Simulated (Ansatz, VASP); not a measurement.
## One calculation of Os, two programs

File INCAR:

```
SYSTEM = Os
  PREC = Accurate
  ENCUT = 520
  EDIFF = 1E-6
  ISMEAR = -1
  SIGMA = 0.05
  LREAL = .False.
  LASPH = .True.
  NELM = 60
  ALGO = Fast
  ISIF = 2
  LWAVE = .False.
  LCHARG = .False.
  GGA = RP
  IVDW = 13
  NBANDS = 15
```

Contents of KPOINTS:

```
regular mesh
0
Gamma
  11 11 6
  0 0 0
```

Contents of POSCAR:

```
Os
1.0
    2.6971481730      0.0000000000      0.0000000000
   -1.3485740865      2.3357988356      0.0000000000
    0.0000000000      0.0000000000      4.2613185190
Os
2
Direct
    0.6666666667      0.3333333333      0.7500000000
    0.3333333333      0.6666666667      0.2500000000
```

The input input.yaml:

```yaml
crystal:
  lattice:
    - [2.697148173, 0.0, 0.0]
    - [-1.3485740865, 2.3357988356, 0.0]
    - [0.0, 0.0, 4.261318519]
  atoms:
    - { symbol: Os, position: [0.6666666667, 0.3333333333, 0.75] }
    - { symbol: Os, position: [0.3333333333, 0.6666666667, 0.25] }
kpoints:
  mp_grid: { grid: [11, 11, 6] }
scf:
  occupations: { method: fermi_dirac, width: 0.05 }
hamiltonian:
  xc: rpbe
  dispersion: d4
  pseudopotentials: { kind: all_electron, lapw: { basis_error: 0.001 } }
output:
  forces: true
  stress: true
  eigenvalues: true
```

Change from the starting cell: volume scaled by 0.96.

Alike in both runs: task single point; functional RPBE; dispersion D4; k mesh 11 × 11 × 6; occupations fermi-dirac, width 0.05 eV; no spin polarisation.

```csv
,VASP,Ansatz
version,VASP 6.6.1,Ansatz 0.2.0
potentials or method,"VASP PAW PBE potentials, release 64 (Os), cutoff 520 eV","all-electron LAPW, scalar-relativistic"
```

```csv
,VASP,Ansatz,Ansatz less VASP
gap on the k mesh at the Fermi level (eV),none,none,-
pressure (GPa),18.3,18.0,-0.39
"traceless stress, the component that is largest in VASP (GPa)",1.13,1.23,+0.097
```

VASP's potentials were made for PBE, not for RPBE. A gap of «none» marks a metal or a gap that the smearing closes. Ansatz ran all-electron here, and VASP with PAW potentials.

Neither program's run includes spin-orbit coupling.
